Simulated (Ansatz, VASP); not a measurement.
# Two plane-wave programs on Tl2B

```xyz
3
Lattice="1.9873 1.1473 5.1408 -1.9873 1.1473 5.1408 0.0000 -2.2947 5.1408" Properties=species:S:1:pos:R:3 pbc="T T T"
Tl    0.0000    0.0000   11.5185
Tl    0.0000    0.0000    3.9039
B     0.0000    0.0000    0.0000
```

Change from the starting cell: species swapped into the Ho2C type (R-3m, No. 166).

Alike in both runs: task relaxation of cell and atoms; functional PBE; k mesh 12 × 12 × 12; occupations gaussian, width 0.1 eV; no spin polarisation.

|  | VASP | Ansatz |
| --- | --- | --- |
| version | VASP 6.6.1 | Ansatz 0.2.0 |
| potentials or method | VASP PAW PBE potentials, release 64 (Tl_d, B), cutoff 600 eV | scalar-relativistic, plane waves, PAW |
| valence electrons in the cell | 29 | 29 |

|  | VASP | Ansatz | Ansatz less VASP |
| --- | --- | --- | --- |
| gap on the k mesh at the Fermi level, each at its own relaxed structure (eV) | none | none | - |
| relaxed volume (Å³/atom) | 23.44 | 23.44 | 0.000 |
| relaxed cell length with the largest relative difference (Å) | 5.630 | 5.630 | 0.0000 |

A gap of «none» marks a metal or a gap that the smearing closes.

Spin-orbit coupling is off throughout. Noted on VASP's run: the relaxation stopped at its first step, so nothing moved.
